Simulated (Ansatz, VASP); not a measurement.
This is a calculation of W for Ansatz 0.2.0.

input.yaml

```yaml
crystal:
  lattice:
    - [2.8647674019, 0.0, 0.0]
    - [0.0, 4.9592642186, 0.0]
    - [0.0, 0.0, 5.0202625557]
  atoms:
    - { symbol: W, position: [0.793172, 0.936843, 0.75] }
    - { symbol: W, position: [0.206828, 0.436843, 0.75] }
    - { symbol: W, position: [0.206828, 0.063157, 0.25] }
    - { symbol: W, position: [0.793172, 0.563157, 0.25] }
hamiltonian:
  xc: r2scan
  pseudopotentials: { kind: paw }
kpoints:
  mp_grid: { grid: [9, 6, 6] }
scf:
  occupations: { method: fermi_dirac, width: 0.05 }
output:
  forces: true
  stress: true
  eigenvalues: true
```

Potentials or basis: Ansatz PAW.

Command:

```sh
$ ansatz run input.yaml --threads 2 --pin off --max-ram 5632MiB --backend cpu --events-out ev --progress --plain --runs-dir out
```

Set up the same calculation for VASP 6.6.1. Potentials there: VASP PAW PBE potentials, release 64 (W_sv).

As run (the cutoff follows the program's own potentials):

Contents of POSCAR:

```
W
1.0
    2.8647674019      0.0000000000      0.0000000000
    0.0000000000      4.9592642186      0.0000000000
    0.0000000000      0.0000000000      5.0202625557
W
4
Direct
    0.7931720000      0.9368430000      0.7500000000
    0.2068280000      0.4368430000      0.7500000000
    0.2068280000      0.0631570000      0.2500000000
    0.7931720000      0.5631570000      0.2500000000
```

Contents of INCAR.step1:

```
PREC = Accurate
ENCUT = 520
ISMEAR = -1
SIGMA = 0.05
LREAL = F
LASPH = T
NELM = 60
NBANDS = 36
GGA = PE
ALGO = Normal
EDIFF = 1E-4
LWAVE = T
LCHARG = F
```

INCAR.step2

```
PREC = Accurate
ENCUT = 520
EDIFF = 1E-7
ISMEAR = -1
SIGMA = 0.05
LREAL = F
LASPH = T
NELM = 60
ALGO = Normal
ISIF = 2
LWAVE = F
LCHARG = F
METAGGA = R2SCAN
LMIXTAU = T
NBANDS = 36
ISTART = 1
```

File KPOINTS:

```
regular mesh
0
Gamma
  9 6 6
```

Potentials or basis: VASP PAW PBE potentials, release 64 (W_sv).

The run is started by

```console
$ cat potpaw_PBE.64/W_sv/POTCAR > POTCAR
$ cp INCAR.step1 INCAR
$ mpirun -np 1 vasp_std > vasp.out
$ cp INCAR.step2 INCAR
$ mpirun -np 1 vasp_std > vasp.out
```

Both were run:

|  | VASP | Ansatz | Ansatz less VASP |
| --- | --- | --- | --- |
| gap on the k mesh at the Fermi level (eV) | none | none | - |
| pressure (GPa) | -19.9 | -20.6 | -0.71 |
| traceless stress, the component that is largest in VASP (GPa) | 2.47 | 2.43 | -0.044 |
| rms of the force components (eV/Å) | 0.182 | 0.179 | -0.0031 |

VASP's potentials were made for PBE, not for r2SCAN. Atom by atom the forces differ by 0.003 eV/Å (rms over components). A gap of «none» marks a metal or a gap that the smearing closes.

Spin-orbit coupling is off throughout.
